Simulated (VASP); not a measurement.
# CsSnI3 (Pm-3m) in VASP: a series of runs, part 2 of 2

VASP 6.6.1. The steps go on from the part before.

## Step 3: Single point, r2SCAN

This run uses another cell than the first one, of 48.63 Å³/atom.

The input, POSCAR:

```
CsSnI3
1.0
    6.2414907984      0.0000000000      0.0000000000
    0.0000000000      6.2414907984      0.0000000000
    0.0000000000      0.0000000000      6.2414907984
Cs Sn I
1 1 3
Direct
    0.0000000000      0.0000000000      0.0000000000
    0.5000000000      0.5000000000      0.5000000000
    0.5000000000      0.5000000000      0.0000000000
    0.5000000000      0.0000000000      0.5000000000
    0.0000000000      0.5000000000      0.5000000000
```

The input, INCAR.step1:

```
PREC = Accurate ; ENCUT = 520
ISMEAR = 0 ; SIGMA = 0.01
LREAL = False ; LASPH = True
NELM = 60 ; NBANDS = 30
GGA = PE ; ALGO = Normal
EDIFF = 1E-4 ; LWAVE = True
LCHARG = False
```

The input, INCAR.step2:

```
PREC = Accurate ; ENCUT = 520
EDIFF = 1E-6 ; ISMEAR = 0
SIGMA = 0.01 ; LREAL = False
LASPH = True ; NELM = 60
ALGO = Normal ; ISIF = 2
LWAVE = False ; LCHARG = False
METAGGA = R2SCAN ; LMIXTAU = True
NBANDS = 30 ; ISTART = 1
```

The input, KPOINTS:

```
Automatic mesh
0
Gamma
  4 4 4
```

Potentials or basis: VASP PAW PBE potentials, release 64 (Cs_sv, Sn_d, I).

Command:

```bash
cat potpaw_PBE.64/Cs_sv/POTCAR potpaw_PBE.64/Sn_d/POTCAR potpaw_PBE.64/I/POTCAR > POTCAR
cp INCAR.step1 INCAR
mpirun -np 1 vasp_std > vasp.out
cp INCAR.step2 INCAR
mpirun -np 1 vasp_std > vasp.out
```

OUTCAR:

```text
PREC = Accurate
   ENCUT = 520
   EDIFF = 1E-6
   ISMEAR = 0
   LREAL = False
   LASPH = True
   NELM = 60
   ISIF = 2
   METAGGA = R2SCAN
   ISTART = 1

 ion  position               nearest neighbor table
   1  0.000  0.000  0.000-
   2  0.500  0.500  0.500-   3 3.12   4 3.12   5 3.12   3 3.12   4 3.12   5 3.12
   3  0.500  0.500  0.000-   2 3.12   2 3.12
   4  0.500  0.000  0.500-   2 3.12   2 3.12
   5  0.000  0.500  0.500-   2 3.12   2 3.12

  LATTYP: Found a simple cubic cell.
 ALAT       =     6.2414907984

  Lattice vectors:

 A1 = (   6.2414907984,   0.0000000000,   0.0000000000)
 A2 = (   0.0000000000,   6.2414907984,   0.0000000000)
 A3 = (   0.0000000000,   0.0000000000,   6.2414907984)

Analysis of symmetry for initial positions (statically):
=====================================================================
 Subroutine PRICEL returns:
 Original cell was already a primitive cell.

 Routine SETGRP: Setting up the symmetry group for a
 simple cubic supercell.

 Subroutine GETGRP returns: Found 48 space group operations
 (whereof 48 operations were pure point group operations)
 out of a pool of 48 trial point group operations.

The static configuration has the point symmetry O_h .

Analysis of symmetry for dynamics (positions and initial velocities):
=====================================================================
 Subroutine PRICEL returns:
 Original cell was already a primitive cell.

 Routine SETGRP: Setting up the symmetry group for a
 simple cubic supercell.

 Subroutine GETGRP returns: Found 48 space group operations
 (whereof 48 operations were pure point group operations)
 out of a pool of 48 trial point group operations.

The dynamic configuration has the point symmetry O_h .

 Subroutine INISYM returns: Found 48 space group operations
 (whereof 48 operations are pure point group operations),
 and found     1 'primitive' translations

----------------------------------------------------------------------------------------

                                     Primitive cell

  volume of cell :     243.1448

  direct lattice vectors                    reciprocal lattice vectors
     6.241490798  0.000000000  0.000000000     0.160218133  0.000000000  0.000000000
     0.000000000  6.241490798  0.000000000     0.000000000  0.160218133  0.000000000
     0.000000000  0.000000000  6.241490798     0.000000000  0.000000000  0.160218133

  length of vectors
     6.241490798  6.241490798  6.241490798     0.160218133  0.160218133  0.160218133

  position of ions in fractional coordinates (direct lattice)
     0.000000000  0.000000000  0.000000000
     0.500000000  0.500000000  0.500000000
     0.500000000  0.500000000  0.000000000
     0.500000000  0.000000000  0.500000000
     0.000000000  0.500000000  0.500000000

  ion indices of the primitive-cell ions
   primitive index   ion index
                 1           1
                 2           2
                 3           3
                 4           4
                 5           5

[... 21 lines left out ...]
 Subroutine IBZKPT returns following result:
 ===========================================

 Found     10 irreducible k-points:

 Following reciprocal coordinates:
            Coordinates               Weight
  0.000000  0.000000  0.000000      1.000000
  0.250000  0.000000  0.000000      6.000000
  0.500000  0.000000  0.000000      3.000000
  0.250000  0.250000  0.000000     12.000000
  0.500000  0.250000  0.000000     12.000000
  0.500000  0.500000  0.000000      3.000000
  0.250000  0.250000  0.250000      8.000000
  0.500000  0.250000  0.250000     12.000000
  0.500000  0.500000  0.250000      6.000000
  0.500000  0.500000  0.500000      1.000000
   k-points           NKPTS =     10   k-points in BZ     NKDIM =     10   number of bands    NBANDS=     30
   number of dos      NEDOS =    301   number of ions     NIONS =      5
   total plane-waves  NPLWV = 110592
   dimension x,y,z NGX =    48 NGY =   48 NGZ =   48
   dimension x,y,z NGXF=    96 NGYF=   96 NGZF=   96
   ions per type =               1   1   3
   NGX,Y,Z   is equivalent  to a cutoff of  12.79, 12.79, 12.79 a.u.
   NGXF,Y,Z  is equivalent  to a cutoff of  25.57, 25.57, 25.57 a.u.
 SYSTEM =  unknown system
   PREC   = accura    normal or accurate (medium, high low for compatibility)
   ISTART =      1    job   : 0-new  1-cont  2-samecut
   ICHARG =      0    charge: 1-file 2-atom 10-const
   ISPIN  =      1    spin polarized calculation?
   LNONCOLLINEAR =      F non collinear calculations
   LSORBIT =      F    spin-orbit coupling
   LASPH  =      T    aspherical Exc in radial PAW
   ENCUT  =  520.0 eV  38.22 Ry    6.18 a.u.  11.61 11.61 11.61*2*pi/ulx,y,z
   NELM   =     60;   NELMIN=  2; NELMDL=  0     # of ELM steps
   EDIFF  = 0.1E-05   stopping-criterion for ELM
   LREAL  =      F    real-space projection
   EDIFFG = 0.1E-04   stopping-criterion for IOM
   NSW    =      0    number of steps for IOM
   IBRION =     -1    ionic relax: 0-MD 1-quasi-New 2-CG
   NFREE  =      0    steps in history (QN), initial steepest desc. (CG)
   ISIF   =      2    stress and relaxation
   ISYM   =      2    0-nonsym 1-usesym 2-fastsym
   POTIM  = 0.5000    time-step for ionic-motion
   TEBEG  =    0.0;   TEEND  =   0.0 temperature during run
   PSTRESS=    0.0 pullay stress
   NELECT =      44.0000    total number of electrons
   NUPDOWN=      -1.0000    fix difference up-down
   EMIN   =  10.00;   EMAX   =-10.00  energy-range for DOS
   EFERMI =   0.00;   METHOD = LEGACY
   ISMEAR =     0;   SIGMA  =   0.01  broadening in eV -4-tet -1-fermi 0-gaus
   EFERMI_NEDOS =   21; number of points for ismear=-14 and -15
   IALGO  =     38    algorithm
   IMIX   =      4    mixing-type and parameters
     AMIX     =   0.40;   BMIX     =  1.00
     AMIX_MAG =   1.60;   BMIX_MAG =  1.00
  volume/ion in A,a.u.               =      48.63       328.16
  Fermi-wavevector in a.u.,A,eV,Ry     =   0.925985  1.749858 11.666297  0.857449
  Thomas-Fermi vector in A             =   2.051899
   LORBIT       =      0    0 simple, 1 ext, 2 COOP (PROOUT), +10 PAW based schemes
   METAGGA = R2SCAN    functional components
   LHFCALC =     F    Hartree Fock is set to
   AEXX    =    0.0000 exact exchange contribution
   IVDW    =     0    specifies the selected vdW correction
   LEPSILON=     F    determine dielectric tensor
   LRPA    =     F    only Hartree local field effects (RPA)
 non-spin polarized calculation
 Gauss-broadening in eV      SIGMA  =   0.01
  energy-cutoff  :      520.00
  volume of cell :      243.14
 maximum number of plane-waves:      6619
 NGX is ok and might be reduce to    48
   NGX = 23   NGY = 23   NGZ = 23

 number of electron      43.9999979 magnetization

 Free energy of the ion-electron system (eV)
  ---------------------------------------------------
  ext. energy  EPLUGINS =         0.00000000
  ---------------------------------------------------
  free energy    TOTEN  =      -128.63167726 eV

  energy without entropy =     -128.63167726  energy(sigma->0) =     -128.63167726

 E-fermi :   2.6706     XC(G=0):  -7.8302

 val. band max:        2.6218171208   @ k =   0.5000   0.5000   0.5000
 cond. band min:       3.1249750681   @ k =   0.5000   0.5000   0.5000
 fundamental gap:      0.5031579473
 Fermi energy:         2.6705622622

 k-point     1 :       0.0000    0.0000    0.0000
  band No.  band energies     occupation
      1     -20.4177      2.00000
      2     -20.2818      2.00000
      3     -20.2818      2.00000
      4     -20.2575      2.00000
      5     -20.2575      2.00000
      6     -20.2575      2.00000
[... 319 lines left out ...]
     29       7.0106      0.00000
     30       8.2219      0.00000

------------------------ aborting loop because EDIFF is reached ----------------------------------------

  FORCE on cell =-STRESS in cart. coord.  units (eV):
  Direction    XX          YY          ZZ          XY          YZ          ZX
  --------------------------------------------------------------------------------------
  -------------------------------------------------------------------------------------
  Total        0.0072955      0.0072955      0.0072955      0.0000000     -0.0000000      0.0000000
  in kB        0.0480728      0.0480728      0.0480728      0.0000000     -0.0000000      0.0000000
  external PRESSURE =       0.0480728 kB  Pullay stress =       0.0000000 kB

 VOLUME and BASIS-vectors are now :
 -----------------------------------------------------------------------------
  energy-cutoff  :      520.00
  volume of cell :      243.14
      direct lattice vectors                 reciprocal lattice vectors
     6.241490798  0.000000000  0.000000000     0.160218133  0.000000000  0.000000000
     0.000000000  6.241490798  0.000000000     0.000000000  0.160218133  0.000000000
     0.000000000  0.000000000  6.241490798     0.000000000  0.000000000  0.160218133

 POSITION                                       TOTAL-FORCE (eV/Angst)
 -----------------------------------------------------------------------------------
      0.00000      0.00000      0.00000         0.000000      0.000000      0.000000
      3.12075      3.12075      3.12075         0.000000      0.000000      0.000000
      3.12075      3.12075      0.00000         0.000000      0.000000      0.000000
      3.12075      0.00000      3.12075         0.000000      0.000000      0.000000
      0.00000      3.12075      3.12075         0.000000      0.000000      0.000000
 -----------------------------------------------------------------------------------
    total drift:                                0.000000     -0.000000     -0.000000

  FREE ENERGIE OF THE ION-ELECTRON SYSTEM (eV)
  ---------------------------------------------------
  free  energy   TOTEN  =      -128.6316772634 eV

  energy  without entropy=     -128.6316772634  energy(sigma->0) =     -128.63167726
```

Run time: 8.1 min. Hardware: 1 thread of Intel Xeon 8259CL, shared host; peak memory 0.4 GiB.

Results:

```yaml
Free_energy: -128.6317 eV
Pressure: 0.0 GPa
Band_gap_on_the_k_mesh: 0.50 eV
```

Levels at points of the mesh, in eV from the valence-band top:
```
           k point  band 20  band 21  band 22  band 23  band 24  band 25
(0.00, 0.00, 0.00)    -2.35    -2.35    -2.35     2.60     3.42     3.42
(0.50, 0.00, 0.00)    -2.47    -2.47    -1.68     1.23     4.12     4.26
(0.50, 0.50, 0.00)    -2.72    -1.92    -0.83     0.92     0.92     4.21
(0.50, 0.50, 0.50)    -1.90    -1.90     0.00     0.50     0.50     0.50
```

Caveat: semilocal functionals underestimate gaps, and a narrow one can read as zero; the PAW data sets were made with another functional, which shifts forces and pressure a little; spin-orbit coupling is left out, which moves the levels of the heavy elements. A k mesh can miss the band edges.

## Step 4: Single point, r2SCAN

This run uses another cell than the first one, of 48.63 Å³/atom.

POSCAR is that of step 3.

The input, INCAR.step1:

```
SYSTEM = CsSnI3
  PREC = Accurate
  ENCUT = 520
  ISMEAR = 0
  SIGMA = 0.01
  LREAL = .FALSE.
  LASPH = .TRUE.
  NELM = 60
  NBANDS = 30
  GGA = PE
  ALGO = Normal
  EDIFF = 1E-4
  LWAVE = .TRUE.
  LCHARG = .FALSE.
```

The input, INCAR.step2:

```
SYSTEM = CsSnI3
  PREC = Accurate
  ENCUT = 520
  EDIFF = 1E-6
  ISMEAR = 0
  SIGMA = 0.01
  LREAL = .FALSE.
  LASPH = .TRUE.
  NELM = 60
  ALGO = Normal
  ISIF = 2
  LWAVE = .FALSE.
  LCHARG = .FALSE.
  METAGGA = R2SCAN
  LMIXTAU = .TRUE.
  NBANDS = 30
  ISTART = 1
```

The input, KPOINTS:

```
regular mesh
0
G
  4 4 4
  0 0 0
```

Command:

```bash
cat potpaw_PBE.64/Cs_sv/POTCAR potpaw_PBE.64/Sn_d/POTCAR potpaw_PBE.64/I/POTCAR > POTCAR
cp INCAR.step1 INCAR
mpirun -np 1 vasp_std > vasp.out
cp INCAR.step2 INCAR
mpirun -np 1 vasp_std > vasp.out
```

Run time: 7 min. Hardware: 1 thread of Intel Xeon 8259CL, shared host; peak memory 0.41 GiB.

Results (log left out):

* Free energy: -128.6317 eV
* Pressure: 0.0 GPa
* Band gap on the k mesh: 0.50 eV

Levels at points of the mesh, in eV from the valence-band top:
| k point | band 18 | band 19 | band 20 | band 21 | band 22 | band 23 | band 24 | band 25 | band 26 | band 27 |
| --- | --- | --- | --- | --- | --- | --- | --- | --- | --- | --- |
| (0.00, 0.00, 0.00) | -2.50 | -2.50 | -2.35 | -2.35 | -2.35 | 2.60 | 3.42 | 3.42 | 3.81 | 3.81 |
| (0.50, 0.00, 0.00) | -2.74 | -2.65 | -2.47 | -2.47 | -1.68 | 1.23 | 4.12 | 4.26 | 4.57 | 4.57 |
| (0.50, 0.50, 0.00) | -2.80 | -2.80 | -2.72 | -1.92 | -0.83 | 0.92 | 0.92 | 4.21 | 4.66 | 4.81 |
| (0.50, 0.50, 0.50) | -2.71 | -1.90 | -1.90 | -1.90 | 0.00 | 0.50 | 0.50 | 0.50 | 3.43 | 4.39 |

Caveat: semilocal functionals underestimate gaps, and a narrow one can read as zero; the PAW data sets were made with another functional, which shifts forces and pressure a little; spin-orbit coupling is left out, which moves the levels of the heavy elements. A k mesh can miss the band edges.

## Step 5: Single point, r2SCAN (50.09 Å³/atom)

This run uses another cell than the first one, of 50.09 Å³/atom.

Edit POSCAR of step 4 so:

```diff
@@ -2,5 +2,5 @@
 1.0
-    6.2414907984      0.0000000000      0.0000000000
-    0.0000000000      6.2414907984      0.0000000000
-    0.0000000000      0.0000000000      6.2414907984
+    6.3032917562      0.0000000000      0.0000000000
+    0.0000000000      6.3032917562      0.0000000000
+    0.0000000000      0.0000000000      6.3032917562
 Cs Sn I
```

The input, INCAR.step1:

```
PREC = Accurate ; ENCUT = 520
ISMEAR = 0 ; SIGMA = 0.01
LREAL = F ; LASPH = T
NELM = 100 ; NBANDS = 30
GGA = PE ; ALGO = Normal
EDIFF = 1E-4 ; LWAVE = T
LCHARG = F
```

The input, INCAR.step2:

```
PREC = Accurate ; ENCUT = 520
EDIFF = 1E-6 ; ISMEAR = 0
SIGMA = 0.01 ; LREAL = F
LASPH = T ; NELM = 100
ALGO = Normal ; ISIF = 2
LWAVE = F ; LCHARG = F
METAGGA = R2SCAN ; LMIXTAU = T
NBANDS = 30 ; ISTART = 1
```

The input, KPOINTS:

```
Automatic mesh
0
Gamma
  4 4 4
```

Potentials or basis: VASP PAW PBE potentials, release 64 (Cs_sv, Sn_d, I).

Command:

```bash
cat potpaw_PBE.64/Cs_sv/POTCAR potpaw_PBE.64/Sn_d/POTCAR potpaw_PBE.64/I/POTCAR > POTCAR
cp INCAR.step1 INCAR
mpirun -np 1 vasp_std > vasp.out
cp INCAR.step2 INCAR
mpirun -np 1 vasp_std > vasp.out
```

OUTCAR:

```text
PREC = Accurate
   ENCUT = 520
   EDIFF = 1E-6
   ISMEAR = 0
   LREAL = F
   LASPH = T
   NELM = 100
   ISIF = 2
   METAGGA = R2SCAN
   ISTART = 1

 ion  position               nearest neighbor table
   1  0.000  0.000  0.000-
   2  0.500  0.500  0.500-   3 3.15   4 3.15   5 3.15   3 3.15   4 3.15   5 3.15
   3  0.500  0.500  0.000-   2 3.15   2 3.15
   4  0.500  0.000  0.500-   2 3.15   2 3.15
   5  0.000  0.500  0.500-   2 3.15   2 3.15
[... 516 lines left out ...]
  Direction    XX          YY          ZZ          XY          YZ          ZX
  --------------------------------------------------------------------------------------
  -------------------------------------------------------------------------------------
  Total       -0.7500115     -0.7500115     -0.7500115     -0.0000000     -0.0000000      0.0000000
  in kB       -4.7981772     -4.7981772     -4.7981772     -0.0000000     -0.0000000      0.0000000
  external PRESSURE =      -4.7981772 kB  Pullay stress =       0.0000000 kB

 VOLUME and BASIS-vectors are now :
 -----------------------------------------------------------------------------
  energy-cutoff  :      520.00
  volume of cell :      250.44
      direct lattice vectors                 reciprocal lattice vectors
     6.303291756  0.000000000  0.000000000     0.158647265  0.000000000  0.000000000
     0.000000000  6.303291756  0.000000000     0.000000000  0.158647265  0.000000000
     0.000000000  0.000000000  6.303291756     0.000000000  0.000000000  0.158647265

 POSITION                                       TOTAL-FORCE (eV/Angst)
 -----------------------------------------------------------------------------------
      0.00000      0.00000      0.00000         0.000000      0.000000      0.000000
      3.15165      3.15165      3.15165         0.000000      0.000000      0.000000
      3.15165      3.15165      0.00000         0.000000      0.000000      0.000000
      3.15165      0.00000      3.15165         0.000000      0.000000      0.000000
      0.00000      3.15165      3.15165         0.000000      0.000000      0.000000
 -----------------------------------------------------------------------------------
    total drift:                                0.000000     -0.000000     -0.000000

  FREE ENERGIE OF THE ION-ELECTRON SYSTEM (eV)
  ---------------------------------------------------
  free  energy   TOTEN  =      -128.6216752187 eV

  energy  without entropy=     -128.6216752187  energy(sigma->0) =     -128.62167522
```

OSZICAR.step1:

```text
N       E                     dE             d eps       ncg     rms          rms(c)
DAV:   1     0.343187038607E+03    0.34319E+03   -0.18070E+04   600   0.132E+03
DAV:   2     0.308691610384E+02   -0.31232E+03   -0.29944E+03   688   0.274E+02
DAV:   3    -0.124913707126E+02   -0.43361E+02   -0.42945E+02   754   0.113E+02
DAV:   4    -0.142521472404E+02   -0.17608E+01   -0.17569E+01   764   0.260E+01
DAV:   5    -0.143047093844E+02   -0.52562E-01   -0.52557E-01   864   0.429E+00    0.387E+00
DAV:   6    -0.139994764147E+02    0.30523E+00   -0.43626E-01   750   0.337E+00    0.251E+00
DAV:   7    -0.139697501396E+02    0.29726E-01   -0.32640E-01   758   0.222E+00    0.108E+00
DAV:   8    -0.139753193964E+02   -0.55693E-02   -0.48786E-02   720   0.142E+00    0.297E-01
DAV:   9    -0.139746549965E+02    0.66440E-03   -0.55712E-03   768   0.538E-01    0.140E-01
DAV:  10    -0.139749059285E+02   -0.25093E-03   -0.92643E-04   670   0.152E-01    0.434E-02
DAV:  11    -0.139749562328E+02   -0.50304E-04   -0.28882E-04   628   0.111E-01
   1 F= -.13974956E+02 E0= -.13974956E+02  d E =-.503768E-60
```

Wall time 7.1 min (1 thread of Intel Xeon 8259CL, shared host); peak memory 0.41 GiB.

Results:

```yaml
Free_energy: -128.6217 eV
Pressure: -0.5 GPa
Band_gap_on_the_k_mesh: 0.64 eV
```

Caveat: semilocal functionals underestimate gaps, and a narrow one can read as zero; the PAW data sets were made with another functional, which shifts forces and pressure a little; spin-orbit coupling is left out, which moves the levels of the heavy elements. A k mesh can miss the band edges.

## Step 6: The runs side by side

| cell | gap on the mesh (eV) | pressure (GPa) |
| --- | --- | --- |
| a = 6.178 Å, 5 atoms | 0.36 | 0.6 |
| a = 6.241 Å, 5 atoms | 0.50 | 0.0 |
| a = 6.303 Å, 5 atoms | 0.64 | -0.5 |

Alike in all rows: task single point; level r2SCAN; potentials or basis VASP PAW PBE potentials, release 64 (Cs_sv, Sn_d, I); no spin polarisation; k mesh 4 × 4 × 4; cutoff (eV) 520; smearing gaussian 0.01 eV.

Caveats: semilocal functionals underestimate gaps, and a narrow one can read as zero; the PAW data sets were made with another functional, which shifts forces and pressure a little; spin-orbit coupling is left out, which moves the levels of the heavy elements.

Absolute energies hang on the potentials; compare differences alone.
